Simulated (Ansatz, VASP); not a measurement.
# NaI in VASP and in Ansatz

The input POSCAR:

```
NaI
1.0
   -0.0154128836      3.5431916338      3.5431916338
    3.5431916338     -0.0154128836      3.5431916338
    3.5277787502      3.5277787502      0.0000000000
Na I
1 1
Direct
   -0.0009935659     -0.0009935659      0.0009935659
    0.2509935659      0.2509935659      0.2490064341
```

Contents of INCAR.step1:

```
PREC     = Accurate       # precision mode
ENCUT    = 520            # plane-wave cutoff, eV
EDIFF    = 1E-5           # SCF threshold, eV
ISMEAR   = 0              # smearing method
SIGMA    = 0.01           # smearing width, eV
LREAL    = False          # projectors in reciprocal space
LASPH    = True           # aspherical terms in the spheres
NELM     = 80             # most SCF steps
ALGO     = Normal         # electronic algorithm
ISIF     = 2              # what is computed and relaxed
LWAVE    = True           # write WAVECAR
LCHARG   = False          # write CHGCAR
NBANDS   = 14             # bands
GGA      = PE             # functional
```

File INCAR.step2:

```
PREC     = Accurate       # precision mode
ENCUT    = 520            # plane-wave cutoff, eV
EDIFF    = 1E-6           # SCF threshold, eV
ISMEAR   = 0              # smearing method
SIGMA    = 0.01           # smearing width, eV
LREAL    = False          # projectors in reciprocal space
LASPH    = True           # aspherical terms in the spheres
NELM     = 80             # most SCF steps
ALGO     = Normal         # electronic algorithm
ISIF     = 2              # what is computed and relaxed
LWAVE    = False          # write WAVECAR
LCHARG   = False          # write CHGCAR
GGA      = PE             # functional
LHFCALC  = True           # exact exchange
HFSCREEN = 0.2079         # screening, 1/A
PRECFOCK = Normal       
NBANDS   = 14             # bands
ISTART   = 1
```

File KPOINTS:

```
regular mesh
0
Gamma
  4 4 4
```

Input for Ansatz:

```yaml
crystal:
  lattice:
    - [-0.0154128836, 3.5431916338, 3.5431916338]
    - [3.5431916338, -0.0154128836, 3.5431916338]
    - [3.5277787502, 3.5277787502, 0.0]
  atoms:
    - { symbol: Na, position: [-0.0009935659, -0.0009935659, 0.0009935659] }
    - { symbol: I, position: [0.2509935659, 0.2509935659, 0.2490064341] }
kpoints:
  mp_grid: { grid: [4, 4, 4] }
  band_path:
    path:
      - [0.0, 0.0, 0.0]
      - [-0.5, -0.5, 0.0]
      - [-0.375, -0.375, 0.25]
      - [-0.375, 0.0, 0.375]
      - [0.0, 0.0, 0.5]
      - [-0.5, -0.25, 0.25]
    npoints: 1
hamiltonian:
  xc: hse06
scf:
  occupations: { method: fixed }
  n_extra_bands: 4
output:
  forces: true
  stress: true
  eigenvalues: true
```

Change from the starting cell: shear_xy strain -0.9%.

Alike in both runs: task single point; functional HSE06; k mesh 4 × 4 × 4; no spin polarisation.

|  | VASP | Ansatz |
| --- | --- | --- |
| version | VASP 6.6.1 | Ansatz 0.2.0 |
| potentials or method | VASP PAW PBE potentials, release 64 (Na_pv, I) | plane waves, PAW |
| plane-wave cutoff (eV) | 520 | 420 |
| occupations | gaussian, width 0.01 eV | fixed |
| valence electrons in the cell | 14 | 26 |

```csv
,VASP,Ansatz,Ansatz less VASP
gap on the k mesh at the Fermi level (eV),4.78,4.80,+0.014
pressure (GPa),0.2,0.2,-0.01
```

VASP's potentials hold 14 valence electrons a cell and Ansatz's 26, so a difference there can come from the potentials and not from the codes. Ansatz's warnings: stress exchange threshold loose, stress scf threshold loose.

Neither program's run includes spin-orbit coupling.
